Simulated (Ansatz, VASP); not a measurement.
## Ge: VASP beside Ansatz

The input INCAR:

```
SYSTEM = Ge
PREC = Accurate ; ENCUT = 520
EDIFF = 1E-6 ; ISMEAR = 0
SIGMA = 0.1 ; LREAL = .FALSE.
LASPH = .TRUE. ; NELM = 80
ALGO = Normal ; ISIF = 2
LWAVE = .FALSE. ; LCHARG = .FALSE.
LDIPOL = .TRUE. ; IDIPOL = 3
DIPOL = 0.5 0.5 0.500 ; NBANDS = 21
```

KPOINTS

```
Automatic mesh
0
G
  12 12 1
  0 0 0
```

File POSCAR:

```
Ge
1.0
    3.7040000000      0.0000000000      0.0000000000
   -1.8520000000      3.2077580956      0.0000000000
    0.0000000000      0.0000000000     28.0000000000
Ge
2
Direct
    0.3333333333      0.6666666667      0.5076607143
    0.6666666667      0.3333333333      0.4923392857
```

Input for Ansatz:

```yaml
crystal:
  lattice:
    - [3.704, 0.0, 0.0]
    - [-1.852, 3.2077580956, 0.0]
    - [0.0, 0.0, 28.0]
  atoms:
    - { symbol: Ge, position: [0.3333333333, 0.6666666667, 0.5076607143] }
    - { symbol: Ge, position: [0.6666666667, 0.3333333333, 0.4923392857] }
  periodic: [true, true, false]
basis:
  ecutwfc: 420
kpoints:
  mp_grid: { grid: [12, 12, 1] }
hamiltonian:
  xc: lda
  pseudopotentials: { kind: paw, azcp: { folder: soft_1 } }
scf:
  occupations: { method: gaussian, width: 0.1 }
output:
  forces: true
  stress: true
  eigenvalues: true
```

Alike in both runs: task single point; functional LDA; k mesh 12 × 12 × 1; occupations gaussian, width 0.1 eV; no spin polarisation.

```csv
,VASP,Ansatz
version,VASP 6.6.1,Ansatz 0.2.0
potentials or method,"VASP PAW LDA potentials, release 64 (Ge_d), cutoff 520 eV","scalar-relativistic, plane waves, PAW"
valence electrons in the cell,28,28
```

Ansatz gave:

| Property | Result |
| --- | --- |
| gap on the k mesh at the Fermi level (eV) | none |
| rms of the force components (eV/Å) | 0.606 |

Estimate VASP's values.

gap on the k mesh at the Fermi level (eV): none; rms of the force components (eV/Å): 0.612.

Ansatz warns that its potentials were made for another functional, while VASP's fit it. LDA's correlation is that of Perdew and Zunger in VASP and of Perdew and Wang (1992) in Ansatz. Atom by atom the forces differ by 0.006 eV/Å (rms over components). A gap of «none» marks a metal or a gap that the smearing closes.
